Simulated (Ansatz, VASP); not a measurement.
InP in VASP and in Ansatz

```
In P
1.0
     3.90550    0.00000    0.00000
    -1.95275    3.38226    0.00000
     0.00000    0.00000   19.52578
In P
6 6
Direct
  0.00000 0.00000 0.00000
  0.33333 0.66667 0.16840
  0.66667 0.33333 0.33160
  0.00000 0.00000 0.50000
  0.66667 0.33333 0.66840
  0.33333 0.66667 0.83160
  0.66667 0.33333 0.08565
  0.00000 0.00000 0.25000
  0.33333 0.66667 0.41435
  0.33333 0.66667 0.58565
  0.00000 0.00000 0.75000
  0.66667 0.33333 0.91435
```

Alike in both runs: functional PBE; k mesh 12 × 12 × 2; occupations gaussian, width 0.1 eV; no spin polarisation.

Ansatz relaxed the structure, and its values are those at the end. VASP's run is a single point on that final structure, the one shown.

|  | VASP | Ansatz |
| --- | --- | --- |
| version | VASP 6.6.1 | Ansatz 0.2.0 |
| potentials or method | VASP PAW PBE potentials, release 64 (In_d, P), cutoff 520 eV | scalar-relativistic, plane waves, PAW |
| valence electrons in the cell | 108 | 108 |

|  | VASP | Ansatz | Ansatz less VASP |
| --- | --- | --- | --- |
| gap on the k mesh at the Fermi level (eV) | none | none | - |
| pressure (GPa) | -0.1 | 0.0 | +0.04 |
| rms of the force components (eV/Å) | 0.003 | 0.003 | -0.0002 |

A gap of «none» marks a metal or a gap that the smearing closes.
